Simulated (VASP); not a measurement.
# BN (F-43m) in VASP: notebook

BN is run at these levels: PBEsol, r2SCAN; tasks: single point.

Program: VASP 6.6.1. These are calculated values, not measurements. Logs are shortened: lines on timing, memory, paths and dates and some standing lists are left out, and cuts for length are marked.

### 1 The cell of the first run

The structure is cubic, space group F-43m (No. 216). The conventional cell has a = 3.610 Å, b = 3.610 Å, c = 3.610 Å, α = 90.00°, β = 90.00°, γ = 90.00°. Within 2.1 Å of B (site symmetry -43m) lie 4 N at 1.56 Å. N (site symmetry -43m) has 4 B at 1.56 Å within 2.1 Å.

### 2 Single point, PBEsol

The input, INCAR:

```
ALGO = Normal ; EDIFF = 1E-6
ENCUT = 600 ; GGA = PS
GGA_COMPAT = False ; ISIF = 2
ISMEAR = 0 ; ISYM = 0
LASPH = True ; LCHARG = False
LREAL = False ; LWAVE = False
NBANDS = 11 ; NELM = 120
PREC = Accurate ; SIGMA = 0.01
```

The input, KPOINTS:

```
k-points
0
Gamma
  8 8 1
```

The input, POSCAR:

```
BN
1.0
    0.0000000000      1.8048254535      1.8048254535
    1.8048254535      0.0000000000      1.8048254535
    1.8048254535      1.8048254535      0.0000000000
B N
1 1
Direct
    0.0000000000      0.0000000000      0.0000000000
    0.2500000000      0.2500000000      0.2500000000
```

Potentials or basis: VASP PAW PBE potentials, release 64 (B, N).

Started as:

```sh
cat potpaw_PBE.64/B/POTCAR potpaw_PBE.64/N/POTCAR > POTCAR
mpirun -np 1 vasp_std > vasp.out
```

OUTCAR:

```text
EDIFF = 1E-6
   ENCUT = 600
   GGA = PS
   ISIF = 2
   ISMEAR = 0
   ISYM = 0
   LASPH = True
   LREAL = False
   NELM = 120
   PREC = Accurate

 ion  position               nearest neighbor table
   1  0.000  0.000  0.000-   2 1.56   2 1.56   2 1.56   2 1.56
   2  0.250  0.250  0.250-   1 1.56   1 1.56   1 1.56   1 1.56

IMPORTANT INFORMATION: All symmetrisations will be switched off!
NOSYMM: (Re-)initialisation of all symmetry stuff for point group C_1.

----------------------------------------------------------------------------------------

                                     Primitive cell

  volume of cell :      11.7581

  direct lattice vectors                    reciprocal lattice vectors
     0.000000000  1.804825453  1.804825453    -0.277035100  0.277035100  0.277035100
     1.804825453  0.000000000  1.804825453     0.277035100 -0.277035100  0.277035100
     1.804825453  1.804825453  0.000000000     0.277035100  0.277035100 -0.277035100

  length of vectors
     2.552408634  2.552408634  2.552408634     0.479838869  0.479838869  0.479838869

  position of ions in fractional coordinates (direct lattice)
     0.000000000  0.000000000  0.000000000
     0.250000000  0.250000000  0.250000000

  ion indices of the primitive-cell ions
   primitive index   ion index
                 1           1
                 2           2

----------------------------------------------------------------------------------------

 KPOINTS: k-points

Automatic generation of k-mesh.
 Grid dimensions read from file:
 generate k-points for:    8    8    1

 Generating k-lattice:

  Cartesian coordinates                     Fractional coordinates (reciprocal lattice)
    -0.034629388  0.034629388  0.034629388     0.125000000  0.000000000  0.000000000
     0.034629388 -0.034629388  0.034629388     0.000000000  0.125000000  0.000000000
     0.277035100  0.277035100 -0.277035100     0.000000000  0.000000000  1.000000000

  Length of vectors
     0.059979859  0.059979859  0.479838869

  Shift w.r.t. Gamma in fractional coordinates (k-lattice)
     0.000000000  0.000000000  0.000000000

 -----------------------------------------------------------------------------
|                                                                             |
|           W    W    AA    RRRRR   N    N  II  N    N   GGGG   !!!           |
|           W    W   A  A   R    R  NN   N  II  NN   N  G    G  !!!           |
|           W    W  A    A  R    R  N N  N  II  N N  N  G       !!!           |
[... 70 lines left out ...]
   NSW    =      0    number of steps for IOM
   IBRION =     -1    ionic relax: 0-MD 1-quasi-New 2-CG
   NFREE  =      0    steps in history (QN), initial steepest desc. (CG)
   ISIF   =      2    stress and relaxation
   ISYM   =      0    0-nonsym 1-usesym 2-fastsym
   POTIM  = 0.5000    time-step for ionic-motion
   TEBEG  =    0.0;   TEEND  =   0.0 temperature during run
   PSTRESS=    0.0 pullay stress
   NELECT =       8.0000    total number of electrons
   NUPDOWN=      -1.0000    fix difference up-down
   EMIN   =  10.00;   EMAX   =-10.00  energy-range for DOS
   EFERMI =   0.00;   METHOD = LEGACY
   ISMEAR =     0;   SIGMA  =   0.01  broadening in eV -4-tet -1-fermi 0-gaus
   EFERMI_NEDOS =   21; number of points for ismear=-14 and -15
   IALGO  =     38    algorithm
   IMIX   =      4    mixing-type and parameters
     AMIX     =   0.40;   BMIX     =  1.00
     AMIX_MAG =   1.60;   BMIX_MAG =  1.00
  volume/ion in A,a.u.               =       5.88        39.67
  Fermi-wavevector in a.u.,A,eV,Ry     =   1.439880  2.720979 28.208337  2.073254
  Thomas-Fermi vector in A             =   2.558686
   LORBIT       =      0    0 simple, 1 ext, 2 COOP (PROOUT), +10 PAW based schemes
   GGA     = PS    functional components
   LHFCALC =     F    Hartree Fock is set to
   AEXX    =    0.0000 exact exchange contribution
   IVDW    =     0    specifies the selected vdW correction
   LEPSILON=     F    determine dielectric tensor
   LRPA    =     F    only Hartree local field effects (RPA)
 non-spin polarized calculation
 Gauss-broadening in eV      SIGMA  =   0.01
  energy-cutoff  :      600.00
  volume of cell :       11.76
 maximum number of plane-waves:       399
   NGX = 11   NGY = 11   NGZ = 11

 number of electron       7.9999999 magnetization

 Free energy of the ion-electron system (eV)
  ---------------------------------------------------
  ext. energy  EPLUGINS =         0.00000000
  ---------------------------------------------------
  free energy    TOTEN  =       -14.47039766 eV

  energy without entropy =      -14.47039766  energy(sigma->0) =      -14.47039766

 E-fermi :   8.0600     XC(G=0): -12.9301

 val. band max:        7.9779664134   @ k =   0.0000   0.0000   0.0000
 cond. band min:      11.8189611203   @ k =   0.5000   0.5000   0.0000
 fundamental gap:      3.8409947069
 Fermi energy:         8.0599879411

 k-point     1 :       0.0000    0.0000    0.0000
  band No.  band energies     occupation
      1     -12.6034      2.00000
      2       7.8498      2.00000
      3       7.9278      2.00000
      4       7.9780      2.00000
      5      16.2661      0.00000
      6      16.2966      0.00000
      7      16.3035      0.00000
      8      18.1095      0.00000
      9      32.0465      0.00000
     10      35.2296      0.00000
     11      35.3115      0.00000
[... 309 lines left out ...]
 k-point    24 :       0.2500    0.3750    0.0000
  band No.  band energies     occupation
      1      -9.3289      2.00000
      2       1.3265      2.00000
      3       3.8027      2.00000
      4       4.1352      2.00000
      5      14.2684      0.00000
      6      18.8774      0.00000
      7      21.9970      0.00000
      8      22.2528      0.00000
      9      27.1111      0.00000
     10      34.3935      0.00000
     11      37.9485      0.00000

 [... further k-points ...]
[... 5 lines left out ...]
  --------------------------------------------------------------------------------------
  -------------------------------------------------------------------------------------
  Total        2.6480912      2.6480868      3.5461222      1.2505965      0.0000002     -0.0000001
  in kB      360.8343808    360.8337694    483.2019276    170.4088543      0.0000222     -0.0000175
  external PRESSURE =     401.6233593 kB  Pullay stress =       0.0000000 kB

 VOLUME and BASIS-vectors are now :
 -----------------------------------------------------------------------------
  energy-cutoff  :      600.00
  volume of cell :       11.76
      direct lattice vectors                 reciprocal lattice vectors
     0.000000000  1.804825453  1.804825453    -0.277035100  0.277035100  0.277035100
     1.804825453  0.000000000  1.804825453     0.277035100 -0.277035100  0.277035100
     1.804825453  1.804825453  0.000000000     0.277035100  0.277035100 -0.277035100

 POSITION                                       TOTAL-FORCE (eV/Angst)
 -----------------------------------------------------------------------------------
      0.00000      0.00000      0.00000         0.000000      0.000000      1.707297
      0.90241      0.90241      0.90241        -0.000000     -0.000000     -1.707297
 -----------------------------------------------------------------------------------
    total drift:                               -0.000002      0.000000      0.000077

  FREE ENERGIE OF THE ION-ELECTRON SYSTEM (eV)
  ---------------------------------------------------
  free  energy   TOTEN  =       -14.4703976586 eV

  energy  without entropy=      -14.4703976586  energy(sigma->0) =      -14.47039766
```

Wall time 7.4 s (1 thread of Intel Xeon Platinum 8259CL at 2.50GHz (Skylake/Cascade Lake), shared host); peak memory 0.11 GiB.

The run converged, but its numbers aren't listed here, since they failed a check.

Caveat: the k points lie up to 3.01 Å⁻¹ apart; the PAW data sets were made with another functional, which shifts forces and pressure a little.

### 3 Single point, r2SCAN

POSCAR is that of step 2.

The input, INCAR.step1:

```
SYSTEM = BN
PREC = Accurate
ENCUT = 660
ISMEAR = 0
SIGMA = 0.01
LREAL = .False.
LASPH = .True.
NELM = 120
NBANDS = 11
GGA = PE
ALGO = Normal
EDIFF = 1E-5
LWAVE = .True.
LCHARG = .False.
GGA_COMPAT = .False.
```

The input, INCAR.step2:

```
SYSTEM = BN
PREC = Accurate
ENCUT = 660
EDIFF = 1E-6
ISMEAR = 0
SIGMA = 0.01
LREAL = .False.
LASPH = .True.
NELM = 120
ALGO = Normal
ISIF = 2
LWAVE = .False.
LCHARG = .False.
METAGGA = R2SCAN
LMIXTAU = .True.
NBANDS = 11
ISTART = 1
GGA_COMPAT = .False.
```

The input, KPOINTS:

```
regular mesh
0
Gamma
  8 8 8
  0 0 0
```

Potentials or basis: VASP PAW PBE potentials, release 64 (B, N).

Started as:

```sh
cat potpaw_PBE.64/B/POTCAR potpaw_PBE.64/N/POTCAR > POTCAR
cp INCAR.step1 INCAR
mpirun -np 1 vasp_std > vasp.out
cp INCAR.step2 INCAR
mpirun -np 1 vasp_std > vasp.out
```

Wall time 24 s (1 thread of Intel Xeon Platinum 8259CL at 2.50GHz (Skylake/Cascade Lake), shared host); peak memory 0.13 GiB.

Results (log left out):

```yaml
Free_energy: -19.1745 eV
Pressure: 1.2 GPa
Band_gap_on_the_k_mesh: 4.98 eV, indirect (least direct gap 9.55 eV)
```

Levels at points of the mesh, in eV from the valence-band top:
```csv
k point,band 1,band 2,band 3,band 4,band 5,band 6,band 7,band 8,band 9
"(0.00, 0.00, 0.00)",-21.34,0.00,0.00,0.00,9.55,9.55,9.55,11.14,26.22
"(0.50, 0.00, 0.00)",-17.03,-11.12,-2.02,-2.02,10.85,11.49,11.49,16.45,24.94
"(0.50, 0.50, 0.00)",-15.60,-9.35,-5.12,-5.12,4.98,9.84,19.33,19.33,22.27
```

Caveat: the PAW data sets were made with another functional, which shifts forces and pressure a little. r2SCAN opens gaps a little over a GGA but as a rule still falls short of measured ones.

### 4 Single point, PBEsol

The input, INCAR:

```
SYSTEM = BN
PREC = Accurate ; ENCUT = 600
EDIFF = 1E-6 ; ISMEAR = 0
SIGMA = 0.01 ; LREAL = .FALSE.
LASPH = .TRUE. ; NELM = 120
ALGO = Normal ; ISIF = 2
LWAVE = .FALSE. ; LCHARG = .FALSE.
GGA = PS ; ISYM = 0
NBANDS = 11 ; GGA_COMPAT = .FALSE.
```

The input, KPOINTS:

```
Automatic mesh
0
Gamma
  8 8 8
  0 0 0.5
```

POSCAR is that of step 3.

Started as:

```sh
cat potpaw_PBE.64/B/POTCAR potpaw_PBE.64/N/POTCAR > POTCAR
mpirun -np 1 vasp_std > vasp.out
```

Run time: 1.8 min. Hardware: 1 thread of Intel Xeon Platinum 8259CL at 2.50GHz (Skylake/Cascade Lake), shared host; peak memory 0.26 GiB.

The run converged. Its results:

```
Free energy            : -18.3508 eV
Pressure               : -0.9 GPa
Band gap on the k mesh : 4.72 eV, indirect (least direct gap 8.94 eV)
```

Levels at points of the mesh, in eV from the valence-band top:
```tsv
k point	band 2	band 3	band 4	band 5	band 6	band 7
(0.00, 0.00, 0.06)	-0.43	0.00	0.00	9.02	9.05	9.05
```

Caveat: the PAW data sets were made with another functional, which shifts forces and pressure a little. A k mesh can miss the band edges.
